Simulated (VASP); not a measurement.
Wanted: the native input for a VASP 6.6.1 run.

- Task: single point
- Functional: PBEsol-based screened hybrid with 25 % exact exchange
- Potentials or basis: VASP PAW PBE potentials, release 64 (Sc_sv, Al)
- Cutoff: 520 eV
- k mesh: 4 × 4 × 4
- Occupations: fermi-dirac, width 0.05 eV
- Spin: no spin polarisation
- Dipole correction: no
- Grid for exact exchange (PRECFOCK): Normal
- Share of exact exchange: 0.25
- Further INCAR settings: ALGO = Normal; EDIFF = 1e-07; NBANDS = 18
- Screening parameter: 0.207 1/Å

The system is ScAl3.

```
Sc Al
1.0
     4.08781    0.00000    0.00000
     0.00000    4.08781    0.00000
     0.00000    0.00000    4.08781
Sc Al
1 3
Direct
  0.00000 0.00000 0.00000
  0.50000 0.50000 0.00000
  0.00000 0.50000 0.50000
  0.50000 0.00000 0.50000
```

One way to write it, as run:

POSCAR

```
ScAl3
1.0
    4.0878065700      0.0000000000      0.0000000000
    0.0000000000      4.0878065700      0.0000000000
    0.0000000000      0.0000000000      4.0878065700
Sc Al
1 3
Direct
    0.0000000000      0.0000000000      0.0000000000
    0.5000000000      0.5000000000      0.0000000000
    0.0000000000      0.5000000000      0.5000000000
    0.5000000000      0.0000000000      0.5000000000
```

INCAR.step1

```
SYSTEM = ScAl3
PREC     = Accurate       ! precision mode
ENCUT    = 520            ! plane-wave cutoff, eV
EDIFF    = 1E-5           ! SCF threshold, eV
ISMEAR   = -1             ! smearing method
SIGMA    = 0.05           ! smearing width, eV
LREAL    = .False.        ! projectors in reciprocal space
LASPH    = .True.         ! aspherical terms in the spheres
NELM     = 80             ! most SCF steps
ALGO     = Normal         ! electronic algorithm
ISIF     = 2              ! what is computed and relaxed
LWAVE    = .True.         ! write WAVECAR
LCHARG   = .False.        ! write CHGCAR
NBANDS   = 18             ! bands
GGA      = PE             ! functional
```

INCAR.step2

```
SYSTEM = ScAl3
PREC     = Accurate       ! precision mode
ENCUT    = 520            ! plane-wave cutoff, eV
EDIFF    = 1E-7           ! SCF threshold, eV
ISMEAR   = -1             ! smearing method
SIGMA    = 0.05           ! smearing width, eV
LREAL    = .False.        ! projectors in reciprocal space
LASPH    = .True.         ! aspherical terms in the spheres
NELM     = 80             ! most SCF steps
ALGO     = Normal         ! electronic algorithm
ISIF     = 2              ! what is computed and relaxed
LWAVE    = .False.        ! write WAVECAR
LCHARG   = .False.        ! write CHGCAR
GGA      = PS             ! functional
LHFCALC  = .True.         ! exact exchange
AEXX     = 0.25           ! exact-exchange fraction
HFSCREEN = 0.207          ! screening, 1/A
PRECFOCK = Normal       
NBANDS   = 18             ! bands
ISTART   = 1
```

KPOINTS

```
Automatic mesh
0
Gamma
  4 4 4
  0 0 0
```

Potentials or basis: VASP PAW PBE potentials, release 64 (Sc_sv, Al).

The run is started by

```console
$ cat potpaw_PBE.64/Sc_sv/POTCAR potpaw_PBE.64/Al/POTCAR > POTCAR
$ cp INCAR.step1 INCAR
$ mpirun -np 1 vasp_std > vasp.out
$ cp INCAR.step2 INCAR
$ mpirun -np 1 vasp_std > vasp.out
```

Results of the run:

The pressure is -1.3 GPa and the band gap on the k mesh is zero (bands 10 and 11 overlap by 4.66 eV).

Caveat: the k points lie up to 0.38 Å⁻¹ apart, too coarse for converged energies and pressures of a metal; the PAW data sets were made with another functional, which shifts forces and pressure a little.

Run time: 16 min on 1 thread of Intel(R) Xeon(R) Platinum 8259CL CPU @ 2.50GHz (Skylake/Cascade Lake), with other jobs on the host, peak memory 0.28 GiB.
